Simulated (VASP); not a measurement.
# Si11O20 (a cell with a defect) in VASP: further runs

Runs on Si11O20 (a cell with a defect). Level: PBE. Tasks: single point.

Everything below comes from runs of VASP 6.6.1. Logs are shortened: lines on timing, memory, paths and dates and some standing lists are left out, and cuts for length are marked.

### Step 1. The cell of the first run

The cell holds a defect, 31 atoms: a = 7.194 Å, b = 7.194 Å, c = 12.127 Å, α = 90.00°, β = 90.00°, γ = 90.00°.

### Step 2. Single point, PBE

Contents of INCAR:

```
SYSTEM = Si11O20
PREC = Accurate ; ENCUT = 520
EDIFF = 1E-6 ; ISMEAR = 0
SIGMA = 0.02 ; LREAL = Auto
LASPH = .TRUE. ; NELM = 120
ALGO = Normal ; ISIF = 2
LWAVE = .FALSE. ; LCHARG = .FALSE.
GGA = PE ; NBANDS = 103
GGA_COMPAT = .FALSE.
```

Contents of KPOINTS:

```
Automatic mesh
0
G
  2 2 1
  0 0 0
```

Contents of POSCAR:

```
Si11O20
1.0
    7.1936790000      0.0000000000      0.0000000000
    0.0000000000      7.1936790000      0.0000000000
    0.0000000000      0.0000000000     12.1271720000
Si O
11 20
Direct
    0.0045079320      0.0096750939     -0.0002133225
    0.2177966741      0.0012306560      0.7879300737
    0.5066564758      0.2949030492      0.7034990130
   -0.0069965155      0.1824631714      0.2228484898
    0.2851698789      0.4801010281      0.2893217771
    0.5008822142      0.5161037204      0.4966406313
    0.6965126532      0.4815360040      0.2823301238
   -0.0086639343      0.7696332680      0.1996382403
    0.5068143468      0.7036958473      0.7148795406
    0.7963169754      0.0015656297      0.7861500480
    0.0081652636      0.9705770980      0.5489300250
    0.0042492568      0.1809798200      0.0874013741
    0.6809172580      0.5205144760      0.4147617101
    0.3134346918      0.5193090649      0.4208381306
    0.0021486747      0.8141951213      0.0674316156
    0.0076929927     -0.0068631366      0.7293781229
   -0.0119279997     -0.0325956353      0.2664188662
    0.8045706135      0.2869081325      0.2610731579
    0.8031822188      0.6532549517      0.2233006405
    0.1748937023      0.2854210101      0.2722290245
    0.1729213705      0.6512415970      0.2340092992
    0.5045152542      0.6935180346      0.5806782346
    0.1877869301      0.0201589442      0.9204807975
    0.8233504833      0.0219681948      0.9188141648
    0.5044819115      0.3264111083      0.5709571737
    0.4882971668      0.4650407637      0.2300575753
    0.5076573122      0.4948806930      0.7664494767
    0.3233307425      0.8093419172      0.7611147843
    0.3227951460      0.1822828840      0.7420407540
    0.6918440635      0.8092426363      0.7589280389
    0.6919343463      0.1821173565      0.7391852184
```

Potentials or basis: VASP PAW PBE potentials, release 64 (Si, O).

Started as:

```sh
$ cat potpaw_PBE.64/Si/POTCAR potpaw_PBE.64/O/POTCAR > POTCAR
$ mpirun -np 1 vasp_std > vasp.out
```

OUTCAR:

```text
SYSTEM = Si11O20
   PREC = Accurate
   ENCUT = 520
   EDIFF = 1E-6
   ISMEAR = 0
   LREAL = Auto
   LASPH = .TRUE.
   NELM = 120
   ISIF = 2
   GGA = PE

 ion  position               nearest neighbor table
   1  0.005  0.010  1.000-  12 1.63  15 1.63  23 1.63  24 1.63   8 2.98   4 2.98  10 2.99   2 2.99

   2  0.218  0.001  0.788-  29 1.61  28 1.61  23 1.63  16 1.67   1 2.99  10 3.03   9 3.11   3 3.14

   3  0.507  0.295  0.703-  31 1.62  29 1.62  25 1.62  27 1.63   9 2.94   6 2.97  10 3.13   2 3.14

   4  0.993  0.182  0.223-  18 1.62  20 1.62  17 1.64  12 1.64   1 2.98   8 2.98   5 3.11   7 3.11

   5  0.285  0.480  0.289-  21 1.62  20 1.62  26 1.63  14 1.63   7 2.96   6 2.97   4 3.11
   6  0.501  0.516  0.497-  14 1.63  13 1.63  22 1.63  25 1.64   5 2.97   7 2.97   3 2.97   9 2.97

   7  0.697  0.482  0.282-  19 1.62  18 1.62  26 1.63  13 1.63   5 2.96   6 2.97   4 3.11   8 3.13

   8  0.991  0.770  0.200-  21 1.61  19 1.62  15 1.64  17 1.64   1 2.98   4 2.98   7 3.13
   9  0.507  0.704  0.715-  30 1.62  28 1.62  27 1.63  22 1.63   3 2.94   6 2.97  10 3.11   2 3.11

  10  0.796  0.002  0.786-  31 1.60  30 1.61  24 1.63  16 1.67   1 2.99   2 3.03   9 3.11   3 3.13

  11  0.008  0.971  0.549-  16 2.19
  12  0.004  0.181  0.087-   1 1.63   4 1.64
  13  0.681  0.521  0.415-   6 1.63   7 1.63
  14  0.313  0.519  0.421-   6 1.63   5 1.63
  15  0.002  0.814  0.067-   1 1.63   8 1.64
  16  0.008  0.993  0.729-  10 1.67   2 1.67  11 2.19
  17  0.988  0.967  0.266-   4 1.64   8 1.64
  18  0.805  0.287  0.261-   4 1.62   7 1.62
  19  0.803  0.653  0.223-   8 1.62   7 1.62
  20  0.175  0.285  0.272-   4 1.62   5 1.62
  21  0.173  0.651  0.234-   8 1.61   5 1.62
  22  0.505  0.694  0.581-   9 1.63   6 1.63
  23  0.188  0.020  0.920-   2 1.63   1 1.63
  24  0.823  0.022  0.919-  10 1.63   1 1.63
  25  0.504  0.326  0.571-   3 1.62   6 1.64
  26  0.488  0.465  0.230-   7 1.63   5 1.63
  27  0.508  0.495  0.766-   9 1.63   3 1.63
  28  0.323  0.809  0.761-   2 1.61   9 1.62
  29  0.323  0.182  0.742-   2 1.61   3 1.62
  30  0.692  0.809  0.759-  10 1.61   9 1.62
  31  0.692  0.182  0.739-  10 1.60   3 1.62

  LATTYP: Found a simple tetragonal cell.
 ALAT       =     7.1936790000
 C/A-ratio  =     1.6858094447

  Lattice vectors:

 A1 = (   7.1936790000,   0.0000000000,   0.0000000000)
 A2 = (   0.0000000000,   7.1936790000,   0.0000000000)
 A3 = (   0.0000000000,   0.0000000000,  12.1271720000)

Analysis of symmetry for initial positions (statically):
=====================================================================
 Subroutine PRICEL returns:
 Original cell was already a primitive cell.

 Routine SETGRP: Setting up the symmetry group for a
 simple tetragonal supercell.

 Subroutine GETGRP returns: Found  1 space group operations
 (whereof  1 operations were pure point group operations)
 out of a pool of 16 trial point group operations.

The static configuration has the point symmetry C_1 .

Analysis of symmetry for dynamics (positions and initial velocities):
=====================================================================
 Subroutine PRICEL returns:
 Original cell was already a primitive cell.

 Routine SETGRP: Setting up the symmetry group for a
 simple tetragonal supercell.

 Subroutine GETGRP returns: Found  1 space group operations
 (whereof  1 operations were pure point group operations)
 out of a pool of 16 trial point group operations.

The dynamic configuration has the point symmetry C_1 .

 Subroutine INISYM returns: Found  1 space group operations
 (whereof  1 operations are pure point group operations),
 and found     1 'primitive' translations

----------------------------------------------------------------------------------------

                                     Primitive cell

  volume of cell :     627.5692

  direct lattice vectors                    reciprocal lattice vectors
     7.193679000  0.000000000  0.000000000     0.139010929  0.000000000  0.000000000
     0.000000000  7.193679000  0.000000000     0.000000000  0.139010929  0.000000000
     0.000000000  0.000000000 12.127172000     0.000000000  0.000000000  0.082459456

  length of vectors
     7.193679000  7.193679000 12.127172000     0.139010929  0.139010929  0.082459456

  position of ions in fractional coordinates (direct lattice)
     0.004507932  0.009675094  0.999786677
     0.217796674  0.001230656  0.787930074
     0.506656476  0.294903049  0.703499013
     0.993003485  0.182463171  0.222848490
     0.285169879  0.480101028  0.289321777
     0.500882214  0.516103720  0.496640631
[... 23 lines left out ...]
     0.691844063  0.809242636  0.758928039
     0.691934346  0.182117357  0.739185218

  ion indices of the primitive-cell ions
   primitive index   ion index
                 1           1
                 2           2
                 3           3
                 4           4
                 5           5
                 6           6
[... 23 lines left out ...]
                30          30
                31          31

----------------------------------------------------------------------------------------

 KPOINTS: Automatic mesh

Automatic generation of k-mesh.
 Grid dimensions read from file:
 generate k-points for:    2    2    1

 Generating k-lattice:

  Cartesian coordinates                     Fractional coordinates (reciprocal lattice)
     0.069505464  0.000000000  0.000000000     0.500000000  0.000000000  0.000000000
     0.000000000  0.069505464  0.000000000     0.000000000  0.500000000  0.000000000
     0.000000000  0.000000000  0.082459456     0.000000000  0.000000000  1.000000000

  Length of vectors
     0.069505464  0.069505464  0.082459456

  Shift w.r.t. Gamma in fractional coordinates (k-lattice)
     0.000000000  0.000000000  0.000000000

 Subroutine IBZKPT returns following result:
 ===========================================

 Found      4 irreducible k-points:

 Following reciprocal coordinates:
            Coordinates               Weight
  0.000000  0.000000  0.000000      1.000000
  0.500000  0.000000  0.000000      1.000000
  0.000000  0.500000  0.000000      1.000000
  0.500000  0.500000  0.000000      1.000000
   k-points           NKPTS =      4   k-points in BZ     NKDIM =      4   number of bands    NBANDS=    103
   number of dos      NEDOS =    301   number of ions     NIONS =     31
   total plane-waves  NPLWV = 262440
   dimension x,y,z NGX =    54 NGY =   54 NGZ =   90
   dimension x,y,z NGXF=   108 NGYF=  108 NGZF=  180
   ions per type =              11  20
   NGX,Y,Z   is equivalent  to a cutoff of  12.48, 12.48, 12.34 a.u.
   NGXF,Y,Z  is equivalent  to a cutoff of  24.96, 24.96, 24.68 a.u.
 SYSTEM =  Si11O20
   PREC   = accura    normal or accurate (medium, high low for compatibility)
   ISTART =      0    job   : 0-new  1-cont  2-samecut
   ICHARG =      2    charge: 1-file 2-atom 10-const
   ISPIN  =      1    spin polarized calculation?
   LNONCOLLINEAR =      F non collinear calculations
   LSORBIT =      F    spin-orbit coupling
   LASPH  =      T    aspherical Exc in radial PAW
   ENCUT  =  520.0 eV  38.22 Ry    6.18 a.u.  13.38 13.38 22.55*2*pi/ulx,y,z
   NELM   =    120;   NELMIN=  2; NELMDL= -5     # of ELM steps
   EDIFF  = 0.1E-05   stopping-criterion for ELM
   LREAL  =      T    real-space projection
   EDIFFG = 0.1E-04   stopping-criterion for IOM
   NSW    =      0    number of steps for IOM
   IBRION =     -1    ionic relax: 0-MD 1-quasi-New 2-CG
   NFREE  =      0    steps in history (QN), initial steepest desc. (CG)
   ISIF   =      2    stress and relaxation
   ISYM   =      2    0-nonsym 1-usesym 2-fastsym
   POTIM  = 0.5000    time-step for ionic-motion
   TEBEG  =    0.0;   TEEND  =   0.0 temperature during run
   PSTRESS=    0.0 pullay stress
   NELECT =     164.0000    total number of electrons
   NUPDOWN=      -1.0000    fix difference up-down
   EMIN   =  10.00;   EMAX   =-10.00  energy-range for DOS
   EFERMI =   0.00;   METHOD = LEGACY
   ISMEAR =     0;   SIGMA  =   0.02  broadening in eV -4-tet -1-fermi 0-gaus
   EFERMI_NEDOS =   21; number of points for ismear=-14 and -15
   IALGO  =     38    algorithm
   IMIX   =      4    mixing-type and parameters
     AMIX     =   0.40;   BMIX     =  1.00
     AMIX_MAG =   1.60;   BMIX_MAG =  1.00
  volume/ion in A,a.u.               =      20.24       136.61
  Fermi-wavevector in a.u.,A,eV,Ry     =   1.046652  1.977885 14.904911  1.095480
  Thomas-Fermi vector in A             =   2.181499
   LORBIT       =      0    0 simple, 1 ext, 2 COOP (PROOUT), +10 PAW based schemes
   GGA     = PE    functional components
   LHFCALC =     F    Hartree Fock is set to
   AEXX    =    0.0000 exact exchange contribution
   IVDW    =     0    specifies the selected vdW correction
   LEPSILON=     F    determine dielectric tensor
   LRPA    =     F    only Hartree local field effects (RPA)
 non-spin polarized calculation
 Gauss-broadening in eV      SIGMA  =   0.02
  energy-cutoff  :      520.00
  volume of cell :      627.57
 maximum number of plane-waves:     16918
 NGX is ok and might be reduce to    54
   NGX = 27   NGY = 27   NGZ = 45

 number of electron     164.0000002 magnetization

 Free energy of the ion-electron system (eV)
  ---------------------------------------------------
  ext. energy  EPLUGINS =         0.00000000
  ---------------------------------------------------
  free energy    TOTEN  =      -237.01251102 eV

  energy without entropy =     -237.00603085  energy(sigma->0) =     -237.00927093

 E-fermi :   2.4655     XC(G=0):  -6.8147

 val. band max:        2.4620657069   @ k =   0.5000   0.5000   0.0000
 cond. band min:       2.4729590007   @ k =   0.0000   0.0000   0.0000
 fundamental gap:      0.0108932939
 Fermi energy:         2.4655009709

 k-point     1 :       0.0000    0.0000    0.0000
  band No.  band energies     occupation
      1     -21.7346      2.00000
      2     -21.3618      2.00000
      3     -21.1120      2.00000
      4     -20.6710      2.00000
      5     -20.5411      2.00000
      6     -20.4658      2.00000
[... 377 lines left out ...]
     93       6.5589      0.00000
     94       6.6094      0.00000
 [bands above 94 left out]

------------------------ aborting loop because EDIFF is reached ----------------------------------------

  FORCE on cell =-STRESS in cart. coord.  units (eV):
  Direction    XX          YY          ZZ          XY          YZ          ZX
  --------------------------------------------------------------------------------------
  -------------------------------------------------------------------------------------
  Total        5.2303891      4.3791158      2.8527444     -0.1752154     -0.4868336      0.0610672
  in kB       13.3531255     11.1798343      7.2830248     -0.4473229     -1.2428808      0.1559040
  external PRESSURE =      10.6053282 kB  Pullay stress =       0.0000000 kB

 VOLUME and BASIS-vectors are now :
 -----------------------------------------------------------------------------
  energy-cutoff  :      520.00
  volume of cell :      627.57
      direct lattice vectors                 reciprocal lattice vectors
     7.193679000  0.000000000  0.000000000     0.139010929  0.000000000  0.000000000
     0.000000000  7.193679000  0.000000000     0.000000000  0.139010929  0.000000000
     0.000000000  0.000000000 12.127172000     0.000000000  0.000000000  0.082459456

 POSITION                                       TOTAL-FORCE (eV/Angst)
 -----------------------------------------------------------------------------------
      0.03243      0.06960     12.12459         0.001718      0.011944     -0.023242
      1.56676      0.00885      9.55536         0.006325     -0.001219     -0.034350
      3.64472      2.12144      8.53145        -0.004689     -0.051823      0.028725
      7.14335      1.31258      2.70252        -0.000570     -0.005107      0.036883
      2.05142      3.45369      3.50865        -0.021065     -0.007442     -0.039054
      3.60319      3.71268      6.02285         0.000243      0.017036      0.008627
[... 23 lines left out ...]
      4.97690      5.82143      9.20365        -0.025567      0.005694     -0.016286
      4.97755      1.31009      8.96423        -0.014859      0.010613     -0.003587
 -----------------------------------------------------------------------------------
    total drift:                               -0.009167      0.010378      0.002733

  FREE ENERGIE OF THE ION-ELECTRON SYSTEM (eV)
  ---------------------------------------------------
  free  energy   TOTEN  =      -237.0125110151 eV

  energy  without entropy=     -237.0060308519  energy(sigma->0) =     -237.00927093
```

It took 12 min on 1 thread of Oxide Virtual Turin-like, shared host; peak memory 0.57 GiB.

Results:

| Item | Value |
| --- | --- |
| Free energy | -237.0125 eV |
| Pressure | 1.1 GPa |
| Largest force | 0.059 eV/Å |
| Band gap on the k mesh | zero (bands 82 and 83 overlap by 0.01 eV) |

Forces in eV/Å, atoms in the order of the input:
```
Si   0.002  0.012 -0.023
Si   0.006 -0.001 -0.034
Si  -0.005 -0.052  0.029
Si  -0.001 -0.005  0.037
Si  -0.021 -0.007 -0.039
Si   0.000  0.017  0.009
Si   0.011 -0.014 -0.038
Si   0.007 -0.042 -0.019
Si   0.003  0.019  0.051
Si  -0.005 -0.006 -0.027
Si   0.000  0.002  0.011
O    0.001  0.004  0.015
O   -0.009  0.010  0.013
O    0.013  0.006  0.013
O   -0.005 -0.002  0.013
O    0.004 -0.003  0.005
O    0.003  0.001 -0.004
O    0.034  0.014 -0.014
O    0.016  0.010  0.018
O   -0.025  0.011 -0.009
O   -0.028  0.003  0.021
O    0.002 -0.013  0.000
O   -0.018  0.002  0.006
O    0.019  0.005  0.009
O   -0.001  0.009 -0.001
O   -0.001  0.000 -0.002
O    0.001 -0.004 -0.011
O    0.019  0.012 -0.014
O    0.017 -0.002  0.003
O   -0.026  0.006 -0.016
O   -0.015  0.011 -0.004
```

Caveat: the k points lie up to 0.52 Å⁻¹ apart.

### Step 3. Single point, PBE

Contents of INCAR:

```
PREC = Accurate ; ENCUT = 520
EDIFF = 1E-6 ; ISMEAR = 0
SIGMA = 0.02 ; LREAL = Auto
LASPH = True ; NELM = 120
ALGO = Normal ; ISIF = 2
LWAVE = False ; LCHARG = False
GGA = PE ; NBANDS = 103
GGA_COMPAT = False
```

Contents of KPOINTS:

```
regular mesh
0
Gamma
  2 2 1
```

Contents of POSCAR:

```
Si11O20
1.0
    7.1936790000      0.0000000000      0.0000000000
    0.0000000000      7.1936790000      0.0000000000
    0.0000000000      0.0000000000     12.1271720000
Si O
11 20
Direct
    0.0045079854      0.0096750216     -0.0002133226
    0.2177966240      0.0012306638      0.7879300302
    0.5066564688      0.2949030670      0.7034989691
   -0.0069965591      0.1824631041      0.2228484926
    0.2851699388      0.4801010721      0.2893217809
    0.5008822329      0.5161036516      0.4966406018
    0.6965125911      0.4815359429      0.2823301261
   -0.0086639952      0.7696333128      0.1996382174
    0.5068143852      0.7036958419      0.7148795284
    0.7963170166      0.0015656801      0.7861500604
    0.0081652239      0.9705770858      0.5489300391
    0.0042492861      0.1809798575      0.0874013331
    0.6809172330      0.5205144683      0.4147617433
    0.3134347529      0.5193091046      0.4208380981
    0.0021486919      0.8141950732      0.0674316320
    0.0076930038     -0.0068631086      0.7293781271
   -0.0119279718     -0.0325956996      0.2664188320
    0.8045706515      0.2869081314      0.2610731504
    0.8031822104      0.6532548922      0.2233006178
    0.1748936810      0.2854209925      0.2722290077
    0.1729213939      0.6512415970      0.2340092975
    0.5045152835      0.6935180177      0.5806782488
    0.1877869446      0.0201589479      0.9204808013
    0.8233504720      0.0219681751      0.9188141308
    0.5044819209      0.3264111451      0.5709571861
    0.4882971564      0.4650407670      0.2300575930
    0.5076573475      0.4948807140      0.7664495069
    0.3233308019      0.8093419237      0.7611147925
    0.3227951928      0.1822829459      0.7420407660
    0.6918440481      0.8092426698      0.7589280502
    0.6919344052      0.1821173839      0.7391851950
```

Potentials or basis: VASP PAW PBE potentials, release 64 (Si, O).

Started as:

```sh
$ cat potpaw_PBE.64/Si/POTCAR potpaw_PBE.64/O/POTCAR > POTCAR
$ mpirun -np 1 vasp_std > vasp.out
```

It took 14 min on 1 thread of Oxide Virtual Turin-like, shared host; peak memory 0.58 GiB.

It converged, with:

```yaml
Free_energy: -237.0125 eV
Pressure: 1.1 GPa
Largest_force: 0.059 eV/Å
Band_gap_on_the_k_mesh: zero (bands 82 and 83 overlap by 0.01 eV)
```

Forces on the atoms (eV/Å):
```
Si   0.002  0.012 -0.023
Si   0.006 -0.001 -0.034
Si  -0.005 -0.052  0.029
Si  -0.001 -0.005  0.037
Si  -0.021 -0.007 -0.039
Si   0.000  0.017  0.009
Si   0.011 -0.014 -0.038
Si   0.007 -0.042 -0.019
Si   0.003  0.019  0.051
Si  -0.005 -0.006 -0.027
Si   0.000  0.002  0.011
O    0.001  0.004  0.015
O   -0.009  0.010  0.013
O    0.013  0.006  0.013
O   -0.005 -0.002  0.013
O    0.004 -0.003  0.005
O    0.003  0.001 -0.004
O    0.034  0.014 -0.014
O    0.016  0.010  0.018
O   -0.025  0.011 -0.009
O   -0.028  0.003  0.021
O    0.002 -0.013  0.000
O   -0.018  0.002  0.006
O    0.019  0.005  0.009
O   -0.001  0.009 -0.001
O   -0.001  0.000 -0.002
O    0.001 -0.004 -0.011
O    0.019  0.012 -0.014
O    0.017 -0.002  0.003
O   -0.026  0.006 -0.016
O   -0.015  0.011 -0.004
```

Stress tensor (GPa, compression positive):
```
 1.34 -0.04  0.02
-0.04  1.12 -0.12
 0.02 -0.12  0.73
```

Levels at points of the mesh, in eV from the Fermi level:
| k point | band 78 | band 79 | band 80 | band 81 | band 82 | band 83 | band 84 | band 85 | band 86 | band 87 |
| --- | --- | --- | --- | --- | --- | --- | --- | --- | --- | --- |
| (0.00, 0.00, 0.00) | -5.24 | -5.21 | -5.13 | -4.68 | 0.01 | 0.06 | 1.00 | 1.25 | 2.56 | 2.87 |
| (0.50, 0.00, 0.00) | -5.20 | -5.09 | -4.86 | -4.68 | -0.14 | 0.09 | 1.29 | 2.11 | 2.27 | 3.05 |
| (0.00, 0.50, 0.00) | -5.15 | -5.02 | -4.87 | -4.70 | -0.08 | 0.02 | 1.20 | 2.17 | 2.29 | 3.07 |
| (0.50, 0.50, 0.00) | -4.94 | -4.92 | -4.86 | -4.66 | -0.07 | 0.00 | 1.33 | 2.67 | 2.76 | 3.08 |

Caveat: the k points lie up to 0.52 Å⁻¹ apart.
